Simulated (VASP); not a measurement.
Crystal: YMgI2.

```
Y Mg I
1.0
     5.84100    0.00000    0.00000
     0.00000    5.84100    0.00000
     0.00000    0.00000    3.20082
Y Mg I
1 1 2
Direct
  0.50000 0.50000 0.50000
  0.00000 0.00000 0.00000
  0.50000 0.00000 0.00000
  0.00000 0.50000 0.00000
```

* Program: VASP 6.6.1
* Task: relaxation of cell and atoms
* Functional: PBE
* Potentials or basis: VASP PAW PBE potentials, release 64 (Y_sv, Mg, I)
* Cutoff: 600 eV
* k mesh: 4 × 4 × 6
* Occupations: gaussian, width 0.1 eV
* Spin: no spin polarisation

At the start: pressure 8.7 GPa; volume 27.30 Å³/atom.

Question: How do energy, volume and symmetry change on relaxing?

Answer: Over 4 steps the energy falls by 217.4 meV/atom and the volume is 31.69 Å³/atom (+16.1 %); space group P4/mmm (No. 123, to 0.1 Å) before and after.

The path:
```tsv
step	energy change (eV)	largest force (eV/Å)	pressure (GPa)	volume (Å³)
1	0.0000	0.0000	8.73	109.20
2	-0.8007	0.0000	-1.29	133.29
3	-0.8684	0.0000	0.28	125.84
4	-0.8694	0.0000	0.04	126.74
```

Final structure:
```
Y Mg I
1.0
     5.89841    0.00000    0.00000
     0.00000    5.89841    0.00000
     0.00000    0.00000    3.64291
Y Mg I
1 1 2
Direct
  0.50000 0.50000 0.50000
  0.00000 0.00000 0.00000
  0.50000 0.00000 0.00000
  0.00000 0.50000 0.00000
```

Caveat: the volume moved by over 15 % at a fixed basis, so the end points are rough; an odd number of electrons without spin polarisation forces a metal; a magnetic or distorted state may lie lower.
